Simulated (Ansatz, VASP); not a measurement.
**One calculation of Si, two programs**

```
Si
1.0
     2.62054    0.00000    0.00000
    -1.31027    2.26946    0.00000
     0.00000    0.00000    2.45402
Si
1
Direct
  0.00000 0.00000 0.00000
```

Change from the starting cell: strain -0.0050 x Voigt [0, 0, 1, 0, 0, 0], atoms carried along.

Alike in both runs: task single point; functional LDA; k mesh 24 × 24 × 20; occupations gaussian, width 0.15 eV; no spin polarisation.

```csv
,VASP,Ansatz
version,VASP 6.6.1,Ansatz 0.2.0
potentials or method,"VASP PAW LDA potentials, release 64 (Si), cutoff 520 eV","scalar-relativistic, plane waves, PAW"
valence electrons in the cell,4,4
```

VASP gave:

| Item | Value |
| --- | --- |
| gap on the k mesh at the Fermi level (eV) | none |
| pressure (GPa) | -0.1 |
| traceless stress, the component that is largest in VASP (GPa) | 0.52 |

Problem. Which values does Ansatz return?

Solution. gap on the k mesh at the Fermi level (eV): none; pressure (GPa): -0.2; traceless stress, the component that is largest in VASP (GPa): 0.55.

LDA's correlation is that of Perdew and Zunger in VASP and of Perdew and Wang (1992) in Ansatz. A gap of «none» marks a metal or a gap that the smearing closes.
